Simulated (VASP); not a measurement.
Wanted: the native input for a VASP 6.6.1 run.

```yaml
Task: single point
Functional: r2SCAN
Potentials_or_basis: VASP PAW PBE potentials, release 64 (Co, O)
Cutoff: 660 eV
k_mesh: 8 × 8 × 8
Occupations: methfessel-paxton, width 0.1 eV
Spin: collinear spin, ferromagnetic start
Starting_moments: "[1.8, 1.8, 0.0, 0.0] μB"
Dipole_correction: no
Further_INCAR_settings: ALGO = Normal; EDIFF = 1e-06; NBANDS = 27
```

The system is CoO.

```
Co O
1.0
     1.60222    0.92504    5.13294
    -1.60222    0.92504    5.13294
     0.00000   -1.85008    5.13294
Co O
2 2
Direct
  0.99949 0.99949 0.99949
  0.49949 0.49949 0.49949
  0.37550 0.37550 0.37550
  0.87553 0.87553 0.87553
```

The input as run:

POSCAR

```
CoO
1.0
    1.6022198400      0.9250420600      5.1329417800
   -1.6022198400      0.9250420600      5.1329417800
    0.0000000000     -1.8500841100      5.1329417800
Co O
2 2
Direct
    0.9994877300      0.9994877300      0.9994877300
    0.4994905900      0.4994905900      0.4994905900
    0.3754955300      0.3754955300      0.3754955300
    0.8755255000      0.8755255000      0.8755255000
```

INCAR.step1

```
SYSTEM = CoO
ALGO = Normal
EDIFF = 1E-5
ENCUT = 660
GGA = PE
GGA_COMPAT = .FALSE.
ISMEAR = 1
ISPIN = 2
LASPH = .TRUE.
LCHARG = .FALSE.
LMAXMIX = 4
LREAL = .FALSE.
LWAVE = .TRUE.
MAGMOM = 1.8 1.8 0 0
NBANDS = 27
NELM = 200
PREC = Accurate
SIGMA = 0.1
```

INCAR.step2

```
SYSTEM = CoO
ALGO = Normal
EDIFF = 1E-6
ENCUT = 660
GGA_COMPAT = .FALSE.
ISIF = 2
ISMEAR = 1
ISPIN = 2
ISTART = 1
LASPH = .TRUE.
LCHARG = .TRUE.
LELF = .TRUE.
LMAXMIX = 4
LMIXTAU = .TRUE.
LORBIT = 11
LREAL = .FALSE.
LVHAR = .TRUE.
LWAVE = .FALSE.
MAGMOM = 1.8 1.8 0 0
METAGGA = R2SCAN
NBANDS = 27
NELM = 200
PREC = Accurate
SIGMA = 0.1
```

KPOINTS

```
k-points
0
G
  8 8 8
  0 0 0
```

Potentials or basis: VASP PAW PBE potentials, release 64 (Co, O).

Launch:

```sh
$ cat potpaw_PBE.64/Co/POTCAR potpaw_PBE.64/O/POTCAR > POTCAR
$ cp INCAR.step1 INCAR
$ mpirun -np 1 vasp_std > vasp.out
$ cp INCAR.step2 INCAR
$ mpirun -np 1 vasp_std > vasp.out
```

Results of the run:

```
Pressure                                              : 3.7 GPa
Largest force                                         : 0.379 eV/Å
Band gap on the k mesh                                : 0.09 eV
Net moment                                            : 6.00 μB per cell
Site moments                                          : Co +2.62; O +0.28 μB
Valence electrons inside the program's atomic spheres : Co 7.99; O 5.06
```

Caveat: the cell stands under pressure; the PAW data sets were made with another functional, which shifts forces and pressure a little.

It took 62 min on 1 thread of Intel Xeon 8259CL, on a shared host, peak memory 0.56 GiB.
